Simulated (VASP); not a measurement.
# BN (P1) in VASP: further runs

The runs below take BN through single point, with PBE+D3(BJ).

Program: VASP 6.6.1. These are calculated values, not measurements. Logs are shortened: lines on timing, memory, paths and dates and some standing lists are left out, and cuts for length are marked.

## Step 1: The cell of the first run

The typed cell holds 16 atoms: a = 5.106 Å, b = 5.106 Å, c = 6.792 Å, α = 90.00°, β = 90.00°, γ = 120.00°.

## Step 2: Single point, PBE+D3(BJ)

INCAR

```
PREC = Accurate ; ENCUT = 520
EDIFF = 1E-6 ; ISMEAR = -1
SIGMA = 0.1551 ; LREAL = Auto
LASPH = True ; NELM = 100
ALGO = Normal ; ISIF = 2
LWAVE = False ; LCHARG = False
GGA = PE ; IVDW = 12
NBANDS = 46
```

KPOINTS

```
Automatic mesh
0
Gamma
  3 3 2
  0 0 0.5
```

POSCAR

```
BN
1.0
    2.5531020490     -4.4221024657      0.0000000000
    2.5531020489      4.4221024657      0.0000000000
    0.0000000000      0.0000000000      6.7918449327
B N
8 8
Direct
    0.3979491672      0.1206199987      0.2183489191
    0.8657164593      0.0993875408      0.2211145889
    0.3745217828      0.5949330030      0.1980694514
    0.9039646107      0.6032540301      0.2280314135
    0.5964906651      0.2736641338      0.7710474918
    0.1095014227      0.2271619709      0.7814066800
    0.5739368945      0.7441048193      0.7609394872
    0.0566936942      0.7265954034      0.7594952551
    0.2404688196      0.0500091894      0.8041470402
    0.7497662419      0.1101844995      0.7763173412
    0.2535601707      0.5834600342      0.7819028633
    0.7526958918      0.5857445365      0.7162935915
    0.7159509680      0.2980868379      0.2350174387
    0.2126172256      0.2592683382      0.2026658461
    0.7051378014      0.7714334158      0.2080745385
    0.2293976336      0.7629363787      0.2474545601
```

Potentials or basis: VASP PAW PBE potentials, release 64 (B, N).

Launch:

```sh
$ cat potpaw_PBE.64/B/POTCAR potpaw_PBE.64/N/POTCAR > POTCAR
$ mpirun -np 1 vasp_std > vasp.out
```

OUTCAR:

```text
PREC = Accurate
   ENCUT = 520
   EDIFF = 1E-6
   ISMEAR = -1
   LREAL = Auto
   LASPH = True
   NELM = 100
   ISIF = 2
   GGA = PE
   IVDW = 12
 IVDW          = 12

 ion  position               nearest neighbor table
   1  0.398  0.121  0.218-  13 1.41  14 1.44  16 1.59
   2  0.866  0.099  0.221-  15 1.45  14 1.54  13 1.55
   3  0.375  0.595  0.198-  16 1.43  15 1.46  14 1.48
   4  0.904  0.603  0.228-  13 1.36  16 1.45  15 1.63
   5  0.596  0.274  0.771-  10 1.40  12 1.43   9 1.61
   6  0.110  0.227  0.781-   9 1.38  11 1.59  10 1.62
[... 8 lines left out ...]
  15  0.705  0.771  0.208-   2 1.45   3 1.46   4 1.63
  16  0.229  0.763  0.247-   3 1.43   4 1.45   1 1.59

  LATTYP: Found a hexagonal cell.
 ALAT       =     5.1062040979
 C/A-ratio  =     1.3301162277

  Lattice vectors:

 A1 = (   2.5531020490,  -4.4221024657,   0.0000000000)
 A2 = (   2.5531020489,   4.4221024657,   0.0000000000)
 A3 = (   0.0000000000,   0.0000000000,   6.7918449327)

Analysis of symmetry for initial positions (statically):
=====================================================================
 Subroutine PRICEL returns:
 Original cell was already a primitive cell.

 Routine SETGRP: Setting up the symmetry group for a
 hexagonal supercell.

 Subroutine GETGRP returns: Found  1 space group operations
 (whereof  1 operations were pure point group operations)
 out of a pool of 24 trial point group operations.

The static configuration has the point symmetry C_1 .

Analysis of symmetry for dynamics (positions and initial velocities):
=====================================================================
 Subroutine PRICEL returns:
 Original cell was already a primitive cell.

 Routine SETGRP: Setting up the symmetry group for a
 hexagonal supercell.

 Subroutine GETGRP returns: Found  1 space group operations
 (whereof  1 operations were pure point group operations)
 out of a pool of 24 trial point group operations.

The dynamic configuration has the point symmetry C_1 .

 Subroutine INISYM returns: Found  1 space group operations
 (whereof  1 operations are pure point group operations),
 and found     1 'primitive' translations

----------------------------------------------------------------------------------------

                                     Primitive cell

  volume of cell :     153.3609

  direct lattice vectors                    reciprocal lattice vectors
     2.553102049 -4.422102466  0.000000000     0.195840194 -0.113068389  0.000000000
     2.553102049  4.422102466  0.000000000     0.195840194  0.113068389  0.000000000
     0.000000000  0.000000000  6.791844933     0.000000000  0.000000000  0.147235399

  length of vectors
     5.106204098  5.106204098  6.791844933     0.226136777  0.226136777  0.147235399

  position of ions in fractional coordinates (direct lattice)
     0.397949167  0.120619999  0.218348919
     0.865716459  0.099387541  0.221114589
     0.374521783  0.594933003  0.198069451
     0.903964611  0.603254030  0.228031413
     0.596490665  0.273664134  0.771047492
     0.109501423  0.227161971  0.781406680
[... 8 lines left out ...]
     0.705137801  0.771433416  0.208074539
     0.229397634  0.762936379  0.247454560

  ion indices of the primitive-cell ions
   primitive index   ion index
                 1           1
                 2           2
                 3           3
                 4           4
                 5           5
                 6           6
[... 8 lines left out ...]
                15          15
                16          16

----------------------------------------------------------------------------------------

 KPOINTS: Automatic mesh

Automatic generation of k-mesh.
 Grid dimensions read from file:
 generate k-points for:    3    3    2

 Generating k-lattice:

  Cartesian coordinates                     Fractional coordinates (reciprocal lattice)
     0.065280065 -0.037689463  0.000000000     0.333333333  0.000000000  0.000000000
     0.065280065  0.037689463  0.000000000     0.000000000  0.333333333  0.000000000
     0.000000000  0.000000000  0.073617700     0.000000000  0.000000000  0.500000000

  Length of vectors
     0.075378926  0.075378926  0.073617700

  Shift w.r.t. Gamma in fractional coordinates (k-lattice)
     0.000000000  0.000000000  0.500000000

 Subroutine IBZKPT returns following result:
 ===========================================

 Found      9 irreducible k-points:

 Following reciprocal coordinates:
            Coordinates               Weight
  0.000000  0.000000  0.250000      2.000000
  0.333333 -0.000000  0.250000      2.000000
  0.000000  0.333333  0.250000      2.000000
 -0.333333  0.333333  0.250000      2.000000
 -0.333333  0.000000  0.250000      2.000000
  0.000000 -0.333333  0.250000      2.000000
  0.333333 -0.333333  0.250000      2.000000
  0.333333  0.333333  0.250000      2.000000
 -0.333333 -0.333333  0.250000      2.000000
   k-points           NKPTS =      9   k-points in BZ     NKDIM =      9   number of bands    NBANDS=     46
   number of dos      NEDOS =    301   number of ions     NIONS =     16
   total plane-waves  NPLWV =  86400
   dimension x,y,z NGX =    40 NGY =   40 NGZ =   54
   dimension x,y,z NGXF=    80 NGYF=   80 NGZF=  108
   ions per type =               8   8
   NGX,Y,Z   is equivalent  to a cutoff of  13.02, 13.02, 13.22 a.u.
   NGXF,Y,Z  is equivalent  to a cutoff of  26.05, 26.05, 26.44 a.u.
 SYSTEM =  unknown system
   PREC   = accura    normal or accurate (medium, high low for compatibility)
   ISTART =      0    job   : 0-new  1-cont  2-samecut
   ICHARG =      2    charge: 1-file 2-atom 10-const
   ISPIN  =      1    spin polarized calculation?
   LNONCOLLINEAR =      F non collinear calculations
   LSORBIT =      F    spin-orbit coupling
   LASPH  =      T    aspherical Exc in radial PAW
   ENCUT  =  520.0 eV  38.22 Ry    6.18 a.u.   9.49  9.49 12.63*2*pi/ulx,y,z
   NELM   =    100;   NELMIN=  2; NELMDL= -5     # of ELM steps
   EDIFF  = 0.1E-05   stopping-criterion for ELM
   LREAL  =      T    real-space projection
   EDIFFG = 0.1E-04   stopping-criterion for IOM
   NSW    =      0    number of steps for IOM
   IBRION =     -1    ionic relax: 0-MD 1-quasi-New 2-CG
   NFREE  =      0    steps in history (QN), initial steepest desc. (CG)
   ISIF   =      2    stress and relaxation
   ISYM   =      2    0-nonsym 1-usesym 2-fastsym
   POTIM  = 0.5000    time-step for ionic-motion
   TEBEG  =    0.0;   TEEND  =   0.0 temperature during run
   PSTRESS=    0.0 pullay stress
   NELECT =      64.0000    total number of electrons
   NUPDOWN=      -1.0000    fix difference up-down
   EMIN   =  10.00;   EMAX   =-10.00  energy-range for DOS
   EFERMI =   0.00;   METHOD = LEGACY
   ISMEAR =    -1;   SIGMA  =   0.16  broadening in eV -4-tet -1-fermi 0-gaus
   EFERMI_NEDOS =   21; number of points for ismear=-14 and -15
   IALGO  =     38    algorithm
   IMIX   =      4    mixing-type and parameters
     AMIX     =   0.40;   BMIX     =  1.00
     AMIX_MAG =   1.60;   BMIX_MAG =  1.00
  volume/ion in A,a.u.               =       9.59        64.68
  Fermi-wavevector in a.u.,A,eV,Ry     =   1.223385  2.311863 20.363452  1.496672
  Thomas-Fermi vector in A             =   2.358498
   LORBIT       =      0    0 simple, 1 ext, 2 COOP (PROOUT), +10 PAW based schemes
   GGA     = PE    functional components
   LHFCALC =     F    Hartree Fock is set to
   AEXX    =    0.0000 exact exchange contribution
   IVDW    =    12    specifies the selected vdW correction
   LEPSILON=     F    determine dielectric tensor
   LRPA    =     F    only Hartree local field effects (RPA)
 non-spin polarized calculation
  energy-cutoff  :      520.00
  volume of cell :      153.36
 maximum number of plane-waves:      4147
 NGX is ok and might be reduce to    40
   NGX = 19   NGY = 19   NGZ = 25

 number of electron      63.9999999 magnetization

 Free energy of the ion-electron system (eV)
  ---------------------------------------------------
  ext. energy  EPLUGINS =         0.00000000
  ---------------------------------------------------
  free energy    TOTEN  =      -136.32658608 eV

  energy without entropy =     -136.32656807  energy(sigma->0) =     -136.32657708

 E-fermi :   3.9025     XC(G=0):  -9.8134

 val. band max:        2.0208208229   @ k =  -0.3333  -0.3333   0.2500
 cond. band min:       5.6593118968   @ k =   0.0000   0.0000   0.2500
 fundamental gap:      3.6384910739
 Fermi energy:         3.9024716573

 k-point     1 :       0.0000    0.0000    0.2500
  band No.  band energies     occupation
      1     -15.6837      2.00000
      2     -15.3484      2.00000
      3     -13.3388      2.00000
      4     -12.8752      2.00000
      5     -12.5762      2.00000
      6     -12.3750      2.00000
[... 36 lines left out ...]
     43      10.3458      0.00000
     44      10.7133      0.00000

 k-point     2 :       0.3333   -0.0000    0.2500
  band No.  band energies     occupation
      1     -15.2225      2.00000
      2     -14.8937      2.00000
      3     -14.0020      2.00000
      4     -13.6120      2.00000
      5     -12.7178      2.00000
      6     -12.6285      2.00000
[... 36 lines left out ...]
     43      10.9546      0.00000
     44      11.3737      0.00000

 k-point     3 :       0.0000    0.3333    0.2500
  band No.  band energies     occupation
      1     -15.2351      2.00000
      2     -14.9177      2.00000
      3     -13.8992      2.00000
      4     -13.5397      2.00000
      5     -12.8449      2.00000
      6     -12.6489      2.00000
[... 271 lines left out ...]
     43      10.8764      0.00000
     44      11.9391      0.00000

 k-point     9 :      -0.3333   -0.3333    0.2500
  band No.  band energies     occupation
      1     -14.7974      2.00000
      2     -14.4059      2.00000
      3     -14.1566      2.00000
      4     -13.8703      2.00000
      5     -13.5877      2.00000
      6     -13.4159      2.00000
[... 36 lines left out ...]
     43      10.9619      0.00000
     44      11.9118      0.00000
 [bands above 44 left out]

------------------------ aborting loop because EDIFF is reached ----------------------------------------

 Edisp (eV)   -2.13324

 E8    (eV) :    -0.6260

  FORCE on cell =-STRESS in cart. coord.  units (eV):
  Direction    XX          YY          ZZ          XY          YZ          ZX
  --------------------------------------------------------------------------------------
  -------------------------------------------------------------------------------------
  Total     -13.35786   -15.62327    -0.34052    -0.46845     0.00708     0.57950
  in kB    -139.55090  -163.21794    -3.55748    -4.89390     0.07392     6.05411
  external pressure =     -102.11 kB  Pullay stress =        0.00 kB

 VOLUME and BASIS-vectors are now :
 -----------------------------------------------------------------------------
  energy-cutoff  :      520.00
  volume of cell :      153.36
      direct lattice vectors                 reciprocal lattice vectors
     2.553102049 -4.422102466  0.000000000     0.195840194 -0.113068389  0.000000000
     2.553102049  4.422102466  0.000000000     0.195840194  0.113068389  0.000000000
     0.000000000  0.000000000  6.791844933     0.000000000  0.000000000  0.147235399

 POSITION                                       TOTAL-FORCE (eV/Angst)
 -----------------------------------------------------------------------------------
      1.32396     -1.22638      1.48299        -3.036499      0.125358      0.874585
      2.46401     -3.38879      1.50178         1.106605     -0.802074     -0.434877
      2.47512      0.97468      1.34526         0.510678     -1.386828      1.896396
      3.84808     -1.32977      1.54875         1.943968      4.527181      0.012108
      2.22159     -1.42757      5.23684        -3.366858     -1.526121     -0.417591
      0.85954      0.52031      5.30719        -0.638323      6.956745     -0.034039
[... 8 lines left out ...]
      3.76984      0.29317      1.41321         1.179607     -1.967422      0.072284
      2.53353      2.35936      1.68067         1.077688      2.796222     -1.492919
 -----------------------------------------------------------------------------------
    total drift:                               -0.002343     -0.008142      0.001682

  FREE ENERGIE OF THE ION-ELECTRON SYSTEM (eV)
  ---------------------------------------------------
  free  energy   TOTEN  =      -138.4598217496 eV

  energy  without entropy=     -138.4598037455  energy(sigma->0) =     -138.45981275
```

It took 87 s on 1 thread of Intel Xeon Platinum 8559C (Emerald Rapids), shared host; peak memory 0.28 GiB.

Results:

| Quantity | Value |
| --- | --- |
| Free energy | -138.4598 eV |
| Pressure | -10.2 GPa |
| Largest force | 6.986 eV/Å |
| Band gap on the k mesh | 3.64 eV (least direct gap 3.70 eV) |
| Dispersion energy per atom | -0.133 eV |

Forces in eV/Å, atoms in the order of the input:
```
B   -3.036  0.125  0.875
B    1.107 -0.802 -0.435
B    0.511 -1.387  1.896
B    1.944  4.527  0.012
B   -3.367 -1.526 -0.418
B   -0.638  6.957 -0.034
B    2.829  1.801 -0.098
B    3.874 -3.227  1.043
N    2.596  0.377 -1.732
N   -1.145 -6.073 -0.388
N   -2.237 -1.777 -0.823
N   -1.920  3.254  1.505
N   -2.394 -5.045 -0.477
N   -0.381  1.967  0.494
N    1.180 -1.967  0.072
N    1.078  2.796 -1.493
```

Stress tensor (GPa, compression positive):
```
-13.96  -0.49   0.61
 -0.49 -16.32   0.01
  0.61   0.01  -0.36
```

Caveat: the k points lie up to 0.47 Å⁻¹ apart; the atoms stand as in a frame of molecular dynamics; a shifted mesh leaves out Γ, where band edges can lie; forces of over 1 eV/Å act on the atoms, so gaps and moduli don't describe the material at rest.

[end of part 1 of 2]
